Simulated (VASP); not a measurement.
Runs of VASP 6.6.1 on NaS3. The structure is that of space group Pm-3m (No. 221), or close to it. The cells are those of the table. 

```tsv
task	cell	k mesh	cutoff (eV)	gap on the mesh (eV)	pressure (GPa)	relaxed volume (Å³/atom)
single point	a = 4.125 Å, 4 atoms	4 × 4 × 4	520	none	0.1	-
relaxation of cell and atoms	relaxed from a = 4.344 Å, 4 atoms	4 × 4 × 4	600	none	-0.2	17.66
relaxation of cell and atoms	relaxed from a = 4.125 Å, 4 atoms	12 × 12 × 12	600	none	0.0	(a)
single point	a = 4.129 Å, 4 atoms	12 × 12 × 12	520	none	-0.1	-
```

Alike in all rows: level PBE; potentials or basis VASP PAW PBE potentials, release 64 (Na_pv, S); no spin polarisation; smearing gaussian 0.1 eV.

Estimate the missing entries.

(a) 17.58.

Caveats: some runs use coarse meshes.

A gap of «none» marks levels without a gap at the run's occupations.
